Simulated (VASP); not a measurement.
Here is a VASP 6.6.1 calculation.

The input INCAR:

```
SYSTEM = Mn
PREC = Accurate
ENCUT = 520
EDIFF = 1E-6
ISMEAR = -1
SIGMA = 0.05
LREAL = .FALSE.
LASPH = .TRUE.
NELM = 150
ALGO = Normal
ISIF = 2
LWAVE = .FALSE.
LCHARG = .FALSE.
ISPIN = 2
MAGMOM = -0.839
LORBIT = 11
LMAXMIX = 4
GGA = PE
NBANDS = 16
```

File KPOINTS:

```
regular mesh
0
G
  18 18 18
  0 0 0
```

POSCAR

```
Mn
1.0
   -1.3786266815      1.3786266815      1.3786266815
    1.3786266815     -1.3786266815      1.3786266815
    1.3786266815      1.3786266815     -1.3786266815
Mn
1
Direct
    0.0000000000      0.0000000000      0.0000000000
```

Potentials or basis: VASP PAW PBE potentials, release 64 (Mn_pv).

The run is started by

```console
$ cat potpaw_PBE.64/Mn_pv/POTCAR > POTCAR
$ mpirun -np 1 vasp_std > vasp.out
```

**Question.** What does it give for the net moment?

**Answer.** -0.68 μB per cell.

**Question.** Estimate the pressure.

**Answer.** 10.8 GPa.

**Question.** What does it give for the site moments?

**Answer.** Mn -0.67 μB.
